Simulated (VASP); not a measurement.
Wanted: the native input for a VASP 6.6.1 run.

| Property | Result |
| --- | --- |
| Task | electric field gradients |
| Functional | r2SCAN |
| Potentials or basis | VASP PAW PBE potentials, release 64 (Hg, Te) |
| Cutoff | 520 eV |
| k mesh | 10 × 10 × 10 |
| Occupations | fermi-dirac, width 0.08 eV |
| Spin | no spin polarisation |
| Dipole correction | no |
| Further INCAR settings | ALGO = Normal; EDIFF = 1e-08; NBANDS = 16 |

The system is HgTe.

```
CELL_PARAMETERS angstrom
0.00000 2.92150 2.92150
2.92150 0.00000 2.92150
2.92150 2.92150 0.00000
ATOMIC_POSITIONS crystal
Hg 0.00000 0.00000 0.00000
Te 0.50000 0.50000 0.50000
```

These files were run (other wordings do the same):

POSCAR

```
HgTe
1.0
    0.0000000000      2.9215000000      2.9215000000
    2.9215000000      0.0000000000      2.9215000000
    2.9215000000      2.9215000000      0.0000000000
Hg Te
1 1
Direct
    0.0000000000      0.0000000000      0.0000000000
    0.5000000000      0.5000000000      0.5000000000
```

INCAR.step1

```
SYSTEM = HgTe
PREC = Accurate
ENCUT = 520
ISMEAR = -1
SIGMA = 0.08
LREAL = .False.
LASPH = .True.
NELM = 60
NBANDS = 16
GGA = PE
ALGO = Normal
EDIFF = 1E-4
LWAVE = .True.
LCHARG = .False.
```

INCAR.step2

```
SYSTEM = HgTe
PREC = Accurate
ENCUT = 520
EDIFF = 1E-8
ISMEAR = -1
SIGMA = 0.08
LREAL = .False.
LASPH = .True.
NELM = 60
ALGO = Normal
ISIF = 2
LWAVE = .False.
LCHARG = .False.
METAGGA = R2SCAN
LMIXTAU = .True.
LEFG = .True.
NBANDS = 16
ISTART = 1
```

KPOINTS

```
regular mesh
0
Gamma
  10 10 10
  0 0 0
```

Potentials or basis: VASP PAW PBE potentials, release 64 (Hg, Te).

Launch:

```console
$ cat potpaw_PBE.64/Hg/POTCAR potpaw_PBE.64/Te/POTCAR > POTCAR
$ cp INCAR.step1 INCAR
$ mpirun -np 1 vasp_std > vasp.out
$ cp INCAR.step2 INCAR
$ mpirun -np 1 vasp_std > vasp.out
```

Results of the run:

```
Pressure               : 9.5 GPa
Band gap on the k mesh : zero (band 9 reaches 6.19 eV, above the bottom of band 10 at 2.89 eV)
```

Caveat: without QUAD_EFG the Cq values of the log hold for a quadrupole moment of 1 mb, not for the nuclei; the PAW data sets were made with another functional, which shifts forces and pressure a little; spin-orbit coupling is left out, which moves the levels of the heavy elements.

Wall time 4 min on 1 thread of Intel Xeon 8259CL, with other jobs on the host, peak memory 0.21 GiB.
